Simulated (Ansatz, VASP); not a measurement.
# One calculation of Co, two programs

```
Co
1.0
     2.43859    0.00000    0.00000
    -1.21930    2.11188    0.00000
     0.00000    0.00000    3.96680
Co
2
Cartesian
  1.2193 0.7040 2.9751
  0.0000 1.4079 0.9917
```

Alike in both runs: task single point; functional LDA; k mesh 12 × 12 × 7; occupations fermi-dirac, width 0.05 eV; collinear spin.

|  | VASP | Ansatz |
| --- | --- | --- |
| version | VASP 6.6.1 | Ansatz 0.2.0 |
| potentials or method | VASP PAW LDA potentials, release 64 (Co) | Ansatz PAW |
| plane-wave cutoff (eV) | 520 | 420 |
| valence electrons in the cell | 18 | 34 |

|  | VASP | Ansatz | Ansatz less VASP |
| --- | --- | --- | --- |
| gap on the k mesh at the Fermi level (eV) | none | none | - |
| pressure (GPa) | -6.6 | -5.7 | +0.88 |
| traceless stress, the component that is largest in VASP (GPa) | -1.90 | -1.90 | -0.005 |
| net moment per atom (μB) | 1.49 | 1.50 | +0.014 |
| size of the moment on the site where the two differ most (μB) | 1.49 | 1.55 | +0.064 |

LDA's correlation is that of Perdew and Zunger in VASP and of Perdew and Wang (1992) in Ansatz. Site moments also hang on the region over which each program counts them. A gap of «none» marks a metal or a gap that the smearing closes. VASP's potentials hold 18 valence electrons a cell and Ansatz's 34, so a difference there can come from the potentials and not from the codes.
